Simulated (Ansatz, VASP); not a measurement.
## Pd: VASP beside Ansatz

The input POSCAR:

```
Pd
1.0
    0.0000000000      1.9920465905      1.9920465905
    1.9920465905      0.0000000000      1.9920465905
    1.9920465905      1.9920465905      0.0000000000
Pd
1
Direct
    0.0000000000      0.0000000000      0.0000000000
```

The input INCAR.step1:

```
ALGO = Normal ; EDIFF = 1E-5
ENCUT = 550 ; GGA = PE
GGA_COMPAT = False ; ISMEAR = 0
LASPH = True ; LCHARG = False
LREAL = False ; LWAVE = True
NBANDS = 11 ; NELM = 120
PREC = Accurate ; SIGMA = 0.1
```

INCAR.step2

```
ALGO = Normal ; EDIFF = 1E-6
ENCUT = 550 ; GGA_COMPAT = False
ISIF = 2 ; ISMEAR = 0
ISTART = 1 ; LASPH = True
LCHARG = True ; LELF = True
LMIXTAU = True ; LREAL = False
LVHAR = True ; LWAVE = False
METAGGA = R2SCAN ; NBANDS = 11
NELM = 120 ; PREC = Accurate
SIGMA = 0.1
```

File KPOINTS:

```
k-points
0
Gamma
  18 18 18
```

Input for Ansatz:

```yaml
crystal:
  lattice:
    - [0.0, 1.9920465905, 1.9920465905]
    - [1.9920465905, 0.0, 1.9920465905]
    - [1.9920465905, 1.9920465905, 0.0]
  atoms:
    - { symbol: Pd, position: [0.0, 0.0, 0.0] }
basis:
  ecutwfc: 500
kpoints:
  mp_grid: { grid: [18, 18, 18] }
hamiltonian:
  xc: r2scan
scf:
  occupations: { method: gaussian, width: 0.1 }
output:
  forces: true
  stress: true
  eigenvalues: true
  write_density: true
  write_potential: true
  elf: true
  volumetric_format: npy
```

Alike in both runs: task single point; functional r2SCAN; k mesh 18 × 18 × 18; occupations gaussian, width 0.1 eV; no spin polarisation.

|  | VASP | Ansatz |
| --- | --- | --- |
| version | VASP 6.6.1 | Ansatz 0.2.0 |
| potentials or method | VASP PAW PBE potentials, release 64 (Pd), cutoff 550 eV | scalar-relativistic, plane waves, PAW |
| valence electrons in the cell | 10 | 18 |

Ansatz gave:

* gap on the k mesh at the Fermi level (eV): none
* pressure (GPa): -9.2

Problem. Which values does VASP return?

Solution. gap on the k mesh at the Fermi level (eV): none; pressure (GPa): -8.8.

VASP's potentials were made for PBE, not for r2SCAN. A gap of «none» marks a metal or a gap that the smearing closes. VASP's potentials hold 10 valence electrons a cell and Ansatz's 18, so a difference there can come from the potentials and not from the codes.
